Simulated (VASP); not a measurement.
# MnAs (P6_3/mmc) in VASP: a series of runs

Runs on MnAs. Level: PBEsol. Tasks: single point.

All numbers are computed with VASP 6.6.1; they aren't measurements. Logs are shortened: lines on timing, memory, paths and dates and some standing lists are left out, and cuts for length are marked.

## (1) The cell of the first run

It takes space group P6_3/mmc (No. 194, hexagonal). Conventional cell: a = 3.710 Å, b = 3.710 Å, c = 5.691 Å, α = 90.00°, β = 90.00°, γ = 120.00°. Within 3.4 Å of As (site symmetry -6m2) lie 6 Mn at 2.57 Å. Mn (site symmetry -3m) has 6 As at 2.57 Å and 2 Mn at 2.85 Å within 3.4 Å.

## (2) Single point, PBEsol, collinear spin, ferromagnetic start

Contents of INCAR:

```
SYSTEM = MnAs
PREC = Accurate
ENCUT = 520
EDIFF = 1E-6
ISMEAR = -1
SIGMA = 0.05
LREAL = .FALSE.
LASPH = .TRUE.
NELM = 150
ALGO = Normal
ISIF = 2
LWAVE = .FALSE.
LCHARG = .FALSE.
ISPIN = 2
MAGMOM = 0 0 4 4
LORBIT = 11
LMAXMIX = 4
GGA = PS
NBANDS = 30
```

Contents of KPOINTS:

```
regular mesh
0
G
  8 8 5
  0 0 0
```

Contents of POSCAR:

```
MnAs
1.0
    3.7100000000      0.0000000000      0.0000000000
   -1.8550000000      3.2129542480      0.0000000000
    0.0000000000      0.0000000000      5.6910000000
As Mn
2 2
Direct
    0.6666666667      0.3333333333      0.7500000000
    0.3333333333      0.6666666667      0.2500000000
    0.0000000000      0.0000000000      0.5000000000
    0.0000000000      0.0000000000      0.0000000000
```

Potentials or basis: VASP PAW PBE potentials, release 64 (As, Mn_pv).

Command:

```
> cat potpaw_PBE.64/As/POTCAR potpaw_PBE.64/Mn_pv/POTCAR > POTCAR
> mpirun -np 1 vasp_std > vasp.out
```

OUTCAR:

```text
SYSTEM = MnAs
   PREC = Accurate
   ENCUT = 520
   EDIFF = 1E-6
   ISMEAR = -1
   LREAL = .FALSE.
   LASPH = .TRUE.
   NELM = 150
   ISIF = 2
   ISPIN = 2
   LORBIT = 11
   GGA = PS

 ion  position               nearest neighbor table
   1  0.667  0.333  0.750-   3 2.57   4 2.57   3 2.57   4 2.57   3 2.57   4 2.57
   2  0.333  0.667  0.250-   3 2.57   4 2.57   3 2.57   4 2.57   3 2.57   4 2.57
   3  0.000  0.000  0.500-   1 2.57   2 2.57   2 2.57   1 2.57   1 2.57   2 2.57   4 2.85   4 2.85

   4  0.000  0.000  0.000-   1 2.57   2 2.57   2 2.57   1 2.57   1 2.57   2 2.57   3 2.85   3 2.85

  LATTYP: Found a hexagonal cell.
 ALAT       =     3.7100000000
 C/A-ratio  =     1.5339622642

  Lattice vectors:

 A1 = (   3.7100000000,   0.0000000000,   0.0000000000)
 A2 = (  -1.8550000000,   3.2129542480,   0.0000000000)
 A3 = (   0.0000000000,   0.0000000000,   5.6910000000)

Analysis of symmetry for initial positions (statically):
=====================================================================
 Subroutine PRICEL returns:
 Original cell was already a primitive cell.

 Routine SETGRP: Setting up the symmetry group for a
 hexagonal supercell.

 Subroutine GETGRP returns: Found 24 space group operations
 (whereof 12 operations were pure point group operations)
 out of a pool of 24 trial point group operations.

The static configuration has the point symmetry D_3d.
 The point group associated with its full space group is D_6h.

Analysis of symmetry for dynamics (positions and initial velocities):
=====================================================================
 Subroutine PRICEL returns:
 Original cell was already a primitive cell.

 Routine SETGRP: Setting up the symmetry group for a
 hexagonal supercell.

 Subroutine GETGRP returns: Found 24 space group operations
 (whereof 12 operations were pure point group operations)
 out of a pool of 24 trial point group operations.

The dynamic configuration has the point symmetry D_3d.
 The point group associated with its full space group is D_6h.

Analysis of structural, dynamic, and magnetic symmetry:
=====================================================================
 Subroutine PRICEL returns:
 Original cell was already a primitive cell.

 Routine SETGRP: Setting up the symmetry group for a
 hexagonal supercell.

 Subroutine GETGRP returns: Found 24 space group operations
 (whereof 12 operations were pure point group operations)
 out of a pool of 24 trial point group operations.

The overall configuration has the point symmetry D_3d.
 The point group associated with its full space group is D_6h.

 Subroutine INISYM returns: Found 24 space group operations
 (whereof 12 operations are pure point group operations),
 and found     1 'primitive' translations

----------------------------------------------------------------------------------------

                                     Primitive cell

  volume of cell :      67.8371

  direct lattice vectors                    reciprocal lattice vectors
     3.710000000  0.000000000  0.000000000     0.269541779  0.155620019  0.000000000
    -1.855000000  3.212954248  0.000000000     0.000000000  0.311240037  0.000000000
     0.000000000  0.000000000  5.691000000     0.000000000  0.000000000  0.175716043

  length of vectors
     3.710000000  3.710000000  5.691000000     0.311240037  0.311240037  0.175716043

  position of ions in fractional coordinates (direct lattice)
     0.666666667  0.333333333  0.750000000
     0.333333333  0.666666667  0.250000000
     0.000000000  0.000000000  0.500000000
     0.000000000  0.000000000  0.000000000

  ion indices of the primitive-cell ions
   primitive index   ion index
                 1           1
                 2           2
                 3           3
                 4           4

----------------------------------------------------------------------------------------

 KPOINTS: regular mesh

Automatic generation of k-mesh.
 Grid dimensions read from file:
 generate k-points for:    8    8    5

 Generating k-lattice:

  Cartesian coordinates                     Fractional coordinates (reciprocal lattice)
     0.033692722  0.019452502  0.000000000     0.125000000 -0.000000000  0.000000000
     0.000000000  0.038905005  0.000000000     0.000000000  0.125000000  0.000000000
     0.000000000  0.000000000  0.035143209     0.000000000  0.000000000  0.200000000

  Length of vectors
     0.038905005  0.038905005  0.035143209

  Shift w.r.t. Gamma in fractional coordinates (k-lattice)
     0.000000000  0.000000000  0.000000000

 Subroutine IBZKPT returns following result:
 ===========================================

 Found     30 irreducible k-points:

 Following reciprocal coordinates:
            Coordinates               Weight
  0.000000  0.000000  0.000000      1.000000
  0.125000  0.000000  0.000000      6.000000
  0.250000  0.000000  0.000000      6.000000
  0.375000  0.000000  0.000000      6.000000
  0.500000  0.000000  0.000000      3.000000
  0.125000  0.125000  0.000000      6.000000
[... 16 lines left out ...]
  0.250000  0.000000  0.400000     12.000000
  0.375000  0.000000  0.400000     12.000000
 [... further k-points ...]
   k-points           NKPTS =     30   k-points in BZ     NKDIM =     30   number of bands    NBANDS=     30
   number of dos      NEDOS =    301   number of ions     NIONS =      4
   total plane-waves  NPLWV =  32928
   dimension x,y,z NGX =    28 NGY =   28 NGZ =   42
   dimension x,y,z NGXF=    56 NGYF=   56 NGZF=   84
   ions per type =               2   2
   NGX,Y,Z   is equivalent  to a cutoff of  12.55, 12.55, 12.27 a.u.
   NGXF,Y,Z  is equivalent  to a cutoff of  25.09, 25.09, 24.54 a.u.
 SYSTEM =  MnAs
   PREC   = accura    normal or accurate (medium, high low for compatibility)
   ISTART =      0    job   : 0-new  1-cont  2-samecut
   ICHARG =      2    charge: 1-file 2-atom 10-const
   ISPIN  =      2    spin polarized calculation?
   LNONCOLLINEAR =      F non collinear calculations
   LSORBIT =      F    spin-orbit coupling
   LASPH  =      T    aspherical Exc in radial PAW
   ENCUT  =  520.0 eV  38.22 Ry    6.18 a.u.   6.90  6.90 10.58*2*pi/ulx,y,z
   NELM   =    150;   NELMIN=  2; NELMDL= -5     # of ELM steps
   EDIFF  = 0.1E-05   stopping-criterion for ELM
   LREAL  =      F    real-space projection
[... 7 lines left out ...]
   TEBEG  =    0.0;   TEEND  =   0.0 temperature during run
   PSTRESS=    0.0 pullay stress
   NELECT =      36.0000    total number of electrons
   NUPDOWN=      -1.0000    fix difference up-down
   EMIN   =  10.00;   EMAX   =-10.00  energy-range for DOS
   EFERMI =   0.00;   METHOD = LEGACY
   ISMEAR =    -1;   SIGMA  =   0.05  broadening in eV -4-tet -1-fermi 0-gaus
   EFERMI_NEDOS =   21; number of points for ismear=-14 and -15
   IALGO  =     38    algorithm
   IMIX   =      4    mixing-type and parameters
     AMIX     =   0.40;   BMIX     =  1.00
     AMIX_MAG =   1.60;   BMIX_MAG =  1.00
  volume/ion in A,a.u.               =      16.96       114.45
  Fermi-wavevector in a.u.,A,eV,Ry     =   1.325419  2.504679 23.901852  1.756737
  Thomas-Fermi vector in A             =   2.454882
   LORBIT       =     11    0 simple, 1 ext, 2 COOP (PROOUT), +10 PAW based schemes
   GGA     = PS    functional components
   LHFCALC =     F    Hartree Fock is set to
   AEXX    =    0.0000 exact exchange contribution
   IVDW    =     0    specifies the selected vdW correction
   LEPSILON=     F    determine dielectric tensor
   LRPA    =     F    only Hartree local field effects (RPA)
 spin polarized calculation
  energy-cutoff  :      520.00
  volume of cell :       67.84
 maximum number of plane-waves:      1844
 NGX is ok and might be reduce to    28
   NGX = 13   NGY = 13   NGZ = 21

 number of electron      35.9999987 magnetization       6.2161846

 Free energy of the ion-electron system (eV)
  ---------------------------------------------------
  ext. energy  EPLUGINS =         0.00000000
  ---------------------------------------------------
  free energy    TOTEN  =       -30.25631298 eV

  energy without entropy =      -30.23324568  energy(sigma->0) =      -30.24477933

 E-fermi :   6.6658     XC(G=0): -11.3046

 val. band max:        6.6350076501   @ k =   0.3750   0.2500   0.2000
 cond. band min:       6.6658412358   @ k =   0.0000   0.0000   0.0000
 fundamental gap:      0.0308335857
 Fermi energy:         6.6657669646

 spin component 1

 k-point     1 :       0.0000    0.0000    0.0000
  band No.  band energies     occupation
      1     -43.0919      1.00000
      2     -43.0919      1.00000
      3     -43.0824      1.00000
      4     -43.0824      1.00000
      5     -42.9064      1.00000
      6     -42.8081      1.00000
[... 781 lines left out ...]
     29      15.6349      0.00000
     30      17.4903      0.00000

 [... further k-points ...]

 spin component 2

 k-point     1 :       0.0000    0.0000    0.0000
  band No.  band energies     occupation
      1     -39.7274      1.00000
      2     -39.7274      1.00000
      3     -39.7225      1.00000
      4     -39.7159      1.00000
      5     -39.7159      1.00000
      6     -39.6078      1.00000
[... 781 lines left out ...]
     29      16.2108      0.00000
     30      18.0283      0.00000

 [... further k-points ...]

------------------------ aborting loop because EDIFF is reached ----------------------------------------

  FORCE on cell =-STRESS in cart. coord.  units (eV):
  Direction    XX          YY          ZZ          XY          YZ          ZX
  --------------------------------------------------------------------------------------
  -------------------------------------------------------------------------------------
  Total       -3.1932640     -3.1932640     -4.4287194      0.0000000      0.0000000      0.0000000
  in kB      -75.4185829    -75.4185829   -104.5975980      0.0000000      0.0000000      0.0000000
  external PRESSURE =     -85.1449213 kB  Pullay stress =       0.0000000 kB

 VOLUME and BASIS-vectors are now :
 -----------------------------------------------------------------------------
  energy-cutoff  :      520.00
  volume of cell :       67.84
      direct lattice vectors                 reciprocal lattice vectors
     3.710000000  0.000000000  0.000000000     0.269541779  0.155620019  0.000000000
    -1.855000000  3.212954248  0.000000000     0.000000000  0.311240037  0.000000000
     0.000000000  0.000000000  5.691000000     0.000000000  0.000000000  0.175716043

 POSITION                                       TOTAL-FORCE (eV/Angst)
 -----------------------------------------------------------------------------------
      1.85500      1.07098      4.26825         0.000000      0.000000      0.000000
     -0.00000      2.14197      1.42275        -0.000000     -0.000000      0.000000
      0.00000      0.00000      2.84550         0.000000      0.000000      0.000000
      0.00000      0.00000      0.00000        -0.000000      0.000000      0.000000
 -----------------------------------------------------------------------------------
    total drift:                               -0.000000      0.000000     -0.000000

  FREE ENERGIE OF THE ION-ELECTRON SYSTEM (eV)
  ---------------------------------------------------
  free  energy   TOTEN  =       -30.2563129793 eV

  energy  without entropy=      -30.2332456804  energy(sigma->0) =      -30.24477933

 total charge

# of ion       s       p       d       tot
------------------------------------------
    1        1.228   1.500   0.050   2.778
    2        1.228   1.500   0.050   2.778
    3        0.282   6.242   5.059  11.583
    4        0.282   6.242   5.059  11.583
--------------------------------------------------
tot          3.021  15.484  10.218  28.723

 magnetization (x)

# of ion       s       p       d       tot
------------------------------------------
    1        0.010  -0.136   0.008  -0.119
    2        0.010  -0.136   0.008  -0.119
    3        0.034   0.023   3.101   3.159
    4        0.034   0.023   3.101   3.159
--------------------------------------------------
tot          0.088  -0.226   6.218   6.080
```

Wall time 94 s (1 thread of Intel Xeon Platinum 8375C at 2.90GHz (Ice Lake), shared host); peak memory 0.25 GiB.

Results:

```yaml
Free_energy: -30.2563 eV
Pressure: -8.5 GPa
Net_moment: 6.22 μB per cell
Site_moments: As -0.12; Mn +3.16 μB
Valence_electrons_inside_the_program's_atomic_spheres: As 2.78; Mn 11.58
```

Stress tensor (GPa, compression positive):
```
 -7.54   0.00   0.00
  0.00  -7.54   0.00
  0.00   0.00 -10.46
```

Levels at points of the mesh, in eV from the Fermi level:
Spin up:
```csv
k point,band 18,band 19,band 20,band 21,band 22,band 23,band 24,band 25
"(0.00, 0.00, 0.00)",-1.81,-0.44,0.57,0.57,1.50,2.87,2.87,3.76
"(0.50, 0.00, 0.00)",-2.09,-2.06,-1.85,-1.59,-0.54,1.07,3.16,4.69
```
Spin down:
```tsv
k point	band 12	band 13	band 14	band 15	band 16	band 17	band 18	band 19
(0.00, 0.00, 0.00)	-1.14	-0.17	-0.17	0.00	0.00	0.57	0.57	1.23
(0.50, 0.00, 0.00)	-3.12	-2.69	-2.01	-1.33	0.66	0.71	0.76	0.80
```

Caveat: the cell stands under tension; the PAW data sets were made with another functional, which shifts forces and pressure a little; the run started ferromagnetic, and an antiferromagnetic order may lie lower in energy.

(Continued in part 2 of 2.)
